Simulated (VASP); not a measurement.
Wanted: the native input for a VASP 6.6.1 run.

```yaml
Task: single point
Functional: PBE
Potentials_or_basis: VASP PAW PBE potentials, release 64 (Si, C)
Cutoff: 600 eV
k_mesh: 1 × 1 × 1, shifted
Occupations: fermi-dirac, width 0.01 eV
Spin: no spin polarisation
Dipole_correction: no
Further_INCAR_settings: LREAL = Auto; ALGO = Normal; EDIFF = 1e-06; NBANDS = 86
```

The structure of SiC (SiC (F-43m)) lies in POSCAR:

```
SiC
1.0
   -4.3797049997      4.3797049997     -4.3797049997
    4.3797049997      4.3797049997      4.3797049997
    4.3797049997     -4.3797049997     -4.3797049997
Si C
16 16
Direct
    0.0000000000      0.0000000000      0.7500000000
    0.0000000000      0.2500000000      0.5000000000
    0.0000000000      0.5000000000      0.2500000000
    0.0000000000      0.7500000000      0.0000000000
    0.2500000000      0.0000000000      0.5000000000
    0.2500000000      0.2500000000      0.2500000000
    0.2500000000      0.5000000000      0.0000000000
    0.2500000000      0.7500000000      0.7500000000
    0.5000000000      0.0000000000      0.2500000000
    0.5000000000      0.2500000000      0.0000000000
    0.5000000000      0.5000000000      0.7500000000
    0.5000000000      0.7500000000      0.5000000000
    0.7500000000      0.0000000000      0.0000000000
    0.7500000000      0.2500000000      0.7500000000
    0.7500000000      0.5000000000      0.5000000000
    0.7500000000      0.7500000000      0.2500000000
    0.0000000000      0.0000000000      0.0000000000
    0.0000000000      0.2500000000      0.7500000000
    0.0000000000      0.5000000000      0.5000000000
    0.0000000000      0.7500000000      0.2500000000
    0.2500000000      0.0000000000      0.7500000000
    0.2500000000      0.2500000000      0.5000000000
    0.2500000000      0.5000000000      0.2500000000
    0.2500000000      0.7500000000      0.0000000000
    0.5000000000      0.0000000000      0.5000000000
    0.5000000000      0.2500000000      0.2500000000
    0.5000000000      0.5000000000      0.0000000000
    0.5000000000      0.7500000000      0.7500000000
    0.7500000000      0.0000000000      0.2500000000
    0.7500000000      0.2500000000      0.0000000000
    0.7500000000      0.5000000000      0.7500000000
    0.7500000000      0.7500000000      0.5000000000
```

One way to write it, as run:

INCAR

```
ALGO = Normal
EDIFF = 1E-6
ENCUT = 600
GGA = PE
GGA_COMPAT = False
ISIF = 2
ISMEAR = -1
LASPH = True
LCHARG = False
LREAL = Auto
LWAVE = False
NBANDS = 86
NELM = 120
PREC = Accurate
SIGMA = 0.01
```

KPOINTS

```
Automatic mesh
0
Gamma
  1 1 1
  0.25 0.25 0.25
```

Potentials or basis: VASP PAW PBE potentials, release 64 (Si, C).

Command:

```console
$ cat potpaw_PBE.64/Si/POTCAR potpaw_PBE.64/C/POTCAR > POTCAR
$ mpirun -np 1 vasp_std > vasp.out
```

It gave:

```yaml
Pressure: 0.3 GPa
Band_gap_on_the_k_mesh: 4.28 eV
```

Caveat: the k points lie up to 1.01 Å⁻¹ apart.

Run time: 56 s on 1 thread of Intel(R) Xeon(R) 6975P-C (Granite Rapids), on a shared host, peak memory 0.51 GiB.
